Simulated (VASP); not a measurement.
# N (Fd-3m) in VASP: single point with PBEsol

Aim: the single point of N with PBEsol.

Everything below comes from runs of VASP 6.6.1. Logs are shortened: lines on timing, memory, paths and dates and some standing lists are left out, and cuts for length are marked.

## (1) The cell of the first run

It takes space group Fd-3m (No. 227, cubic). The conventional cell has a = 4.135 Å, b = 4.135 Å, c = 4.135 Å, α = 90.00°, β = 90.00°, γ = 90.00°. N (site symmetry -43m) has 4 N at 1.79 Å within 2.4 Å.

## (2) Single point, PBEsol

File INCAR:

```
PREC = Accurate ; ENCUT = 520
EDIFF = 1E-6 ; ISMEAR = -1
SIGMA = 0.13605693000000002 ; LREAL = False
LASPH = True ; NELM = 80
ALGO = Normal ; ISIF = 2
LWAVE = False ; LCHARG = False
GGA = PS ; NBANDS = 12
```

File KPOINTS:

```
regular mesh
0
Gamma
  11 11 11
```

File POSCAR:

```
N
1.0
    0.0000000000      2.0675276792      2.0675276792
    2.0675276792      0.0000000000      2.0675276792
    2.0675276792      2.0675276792      0.0000000000
N
2
Direct
    0.0000000000      0.0000000000      0.0000000000
    0.2500000000      0.2500000000      0.2500000000
```

Potentials or basis: VASP PAW PBE potentials, release 64 (N).

Started as:

```console
$ cat potpaw_PBE.64/N/POTCAR > POTCAR
$ mpirun -np 1 vasp_std > vasp.out
```

OUTCAR:

```text
PREC = Accurate
   ENCUT = 520
   EDIFF = 1E-6
   ISMEAR = -1
   LREAL = False
   LASPH = True
   NELM = 80
   ISIF = 2
   GGA = PS

 ion  position               nearest neighbor table
   1  0.000  0.000  0.000-
   2  0.250  0.250  0.250-

  LATTYP: Found a face centered cubic cell.
 ALAT       =     4.1350553584

  Lattice vectors:

 A1 = (   0.0000000000,   2.0675276792,   2.0675276792)
 A2 = (   2.0675276792,   0.0000000000,   2.0675276792)
 A3 = (   2.0675276792,   2.0675276792,   0.0000000000)

Analysis of symmetry for initial positions (statically):
=====================================================================
 Subroutine PRICEL returns:
 Original cell was already a primitive cell.

 Routine SETGRP: Setting up the symmetry group for a
 face centered cubic supercell.

 Subroutine GETGRP returns: Found 48 space group operations
 (whereof 24 operations were pure point group operations)
 out of a pool of 48 trial point group operations.

The static configuration has the point symmetry T_d .
 The point group associated with its full space group is O_h .

Analysis of symmetry for dynamics (positions and initial velocities):
=====================================================================
 Subroutine PRICEL returns:
 Original cell was already a primitive cell.

 Routine SETGRP: Setting up the symmetry group for a
 face centered cubic supercell.

 Subroutine GETGRP returns: Found 48 space group operations
 (whereof 24 operations were pure point group operations)
 out of a pool of 48 trial point group operations.

The dynamic configuration has the point symmetry T_d .
 The point group associated with its full space group is O_h .

 Subroutine INISYM returns: Found 48 space group operations
 (whereof 24 operations are pure point group operations),
 and found     1 'primitive' translations

----------------------------------------------------------------------------------------

                                     Primitive cell

  volume of cell :      17.6760

  direct lattice vectors                    reciprocal lattice vectors
     0.000000000  2.067527679  2.067527679    -0.241834731  0.241834731  0.241834731
     2.067527679  0.000000000  2.067527679     0.241834731 -0.241834731  0.241834731
     2.067527679  2.067527679  0.000000000     0.241834731  0.241834731 -0.241834731

  length of vectors
[... 82 lines left out ...]
   EDIFF  = 0.1E-05   stopping-criterion for ELM
   LREAL  =      F    real-space projection
   EDIFFG = 0.1E-04   stopping-criterion for IOM
   NSW    =      0    number of steps for IOM
   IBRION =     -1    ionic relax: 0-MD 1-quasi-New 2-CG
   NFREE  =      0    steps in history (QN), initial steepest desc. (CG)
   ISIF   =      2    stress and relaxation
   ISYM   =      2    0-nonsym 1-usesym 2-fastsym
   POTIM  = 0.5000    time-step for ionic-motion
   TEBEG  =    0.0;   TEEND  =   0.0 temperature during run
   PSTRESS=    0.0 pullay stress
   NELECT =      10.0000    total number of electrons
   NUPDOWN=      -1.0000    fix difference up-down
   EMIN   =  10.00;   EMAX   =-10.00  energy-range for DOS
   EFERMI =   0.00;   METHOD = LEGACY
   ISMEAR =    -1;   SIGMA  =   0.14  broadening in eV -4-tet -1-fermi 0-gaus
   EFERMI_NEDOS =   21; number of points for ismear=-14 and -15
   IALGO  =     38    algorithm
   IMIX   =      4    mixing-type and parameters
     AMIX     =   0.40;   BMIX     =  1.00
     AMIX_MAG =   1.60;   BMIX_MAG =  1.00
  volume/ion in A,a.u.               =       8.84        59.64
  Fermi-wavevector in a.u.,A,eV,Ry     =   1.353984  2.558659 24.943185  1.833272
  Thomas-Fermi vector in A             =   2.481194
   LORBIT       =      0    0 simple, 1 ext, 2 COOP (PROOUT), +10 PAW based schemes
   GGA     = PS    functional components
   LHFCALC =     F    Hartree Fock is set to
   AEXX    =    0.0000 exact exchange contribution
   IVDW    =     0    specifies the selected vdW correction
   LEPSILON=     F    determine dielectric tensor
   LRPA    =     F    only Hartree local field effects (RPA)
 non-spin polarized calculation
  energy-cutoff  :      520.00
  volume of cell :       17.68
 maximum number of plane-waves:       531
 NGX is ok and might be reduce to    24
   NGX = 11   NGY = 11   NGZ = 11

 number of electron      10.0000001 magnetization

 Free energy of the ion-electron system (eV)
  ---------------------------------------------------
  ext. energy  EPLUGINS =         0.00000000
  ---------------------------------------------------
  free energy    TOTEN  =       -11.24180940 eV

  energy without entropy =      -11.18872539  energy(sigma->0) =      -11.21526740

 E-fermi :   4.7234     XC(G=0): -11.4525

 val. band max:        4.6569885894   @ k =   0.2727   0.1818   0.0000
 cond. band min:       4.7422492268   @ k =   0.3636   0.2727   0.0909
 fundamental gap:      0.0852606375
 Fermi energy:         4.7234385834

 k-point     1 :       0.0000    0.0000    0.0000
  band No.  band energies     occupation
      1     -16.2030      2.00000
      2      -0.8792      2.00000
      3       0.9697      2.00000
      4       0.9697      2.00000
      5       0.9697      2.00000
      6       5.1935      0.06126
      7       5.1935      0.06126
      8       5.1935      0.06126
      9      15.4191      0.00000
     10      26.9754      0.00000
     11      27.0190      0.00000
     12      27.1356      0.00000
[... 331 lines left out ...]
 k-point    24 :      -0.1818    0.1818    0.0000
  band No.  band energies     occupation
      1     -14.6988      2.00000
      2      -5.8223      2.00000
      3      -1.7645      2.00000
      4       0.1044      2.00000
      5       3.0561      1.99999
      6       6.3792      0.00001
      7       6.5648      0.00000
      8       7.7677      0.00000
      9      17.2986      0.00000
     10      21.3116      0.00000
     11      22.1721      0.00000
     12      28.7110      0.00000

 [... further k-points ...]
[... 5 lines left out ...]
  --------------------------------------------------------------------------------------
  -------------------------------------------------------------------------------------
  Total       -0.1146818     -0.1146818     -0.1146818     -0.0000000     -0.0000000      0.0000000
  in kB      -10.3949181    -10.3949181    -10.3949181     -0.0000000     -0.0000000      0.0000000
  external PRESSURE =     -10.3949181 kB  Pullay stress =       0.0000000 kB

 VOLUME and BASIS-vectors are now :
 -----------------------------------------------------------------------------
  energy-cutoff  :      520.00
  volume of cell :       17.68
      direct lattice vectors                 reciprocal lattice vectors
     0.000000000  2.067527679  2.067527679    -0.241834731  0.241834731  0.241834731
     2.067527679  0.000000000  2.067527679     0.241834731 -0.241834731  0.241834731
     2.067527679  2.067527679  0.000000000     0.241834731  0.241834731 -0.241834731

 POSITION                                       TOTAL-FORCE (eV/Angst)
 -----------------------------------------------------------------------------------
      0.00000      0.00000      0.00000         0.000000     -0.000000     -0.000000
      1.03376      1.03376      1.03376        -0.000000      0.000000      0.000000
 -----------------------------------------------------------------------------------
    total drift:                               -0.000000      0.000000      0.000000

  FREE ENERGIE OF THE ION-ELECTRON SYSTEM (eV)
  ---------------------------------------------------
  free  energy   TOTEN  =       -11.2418094013 eV

  energy  without entropy=      -11.1887253932  energy(sigma->0) =      -11.21526740
```

OSZICAR:

```text
N       E                     dE             d eps       ncg     rms          rms(c)
DAV:   1     0.208546637365E+02    0.20855E+02   -0.56776E+03  1352   0.807E+02
DAV:   2    -0.104025601813E+02   -0.31257E+02   -0.29676E+02  1744   0.166E+02
DAV:   3    -0.112635417270E+02   -0.86098E+00   -0.85157E+00  1496   0.238E+01
DAV:   4    -0.112655530352E+02   -0.20113E-02   -0.20112E-02  1460   0.137E+00
DAV:   5    -0.112655569107E+02   -0.38754E-05   -0.38753E-05  1524   0.584E-02    0.286E+00
DAV:   6    -0.112495951535E+02    0.15962E-01   -0.31445E-03  1412   0.477E-01    0.172E+00
DAV:   7    -0.112417854265E+02    0.78097E-02   -0.53340E-03  1428   0.630E-01    0.809E-02
DAV:   8    -0.112417946038E+02   -0.91774E-05   -0.20507E-04  1376   0.140E-01    0.199E-02
DAV:   9    -0.112418092399E+02   -0.14636E-04   -0.10841E-05  1416   0.309E-02    0.108E-02
DAV:  10    -0.112418094013E+02   -0.16149E-06   -0.34619E-06  1512   0.146E-02
   1 F= -.11241809E+02 E0= -.11215267E+02  d E =-.530840E-01
```

Wall time 3.4 s (1 thread of Intel Xeon 6975P-C (Granite Rapids), shared host); peak memory 0.13 GiB.

Results:

```
Free energy            : -11.2418 eV
Pressure               : -1.0 GPa
Band gap on the k mesh : zero (band 5 reaches 5.40 eV, above the bottom of band 6 at 4.16 eV)
```

Caveat: the PAW data sets were made with another functional, which shifts forces and pressure a little.
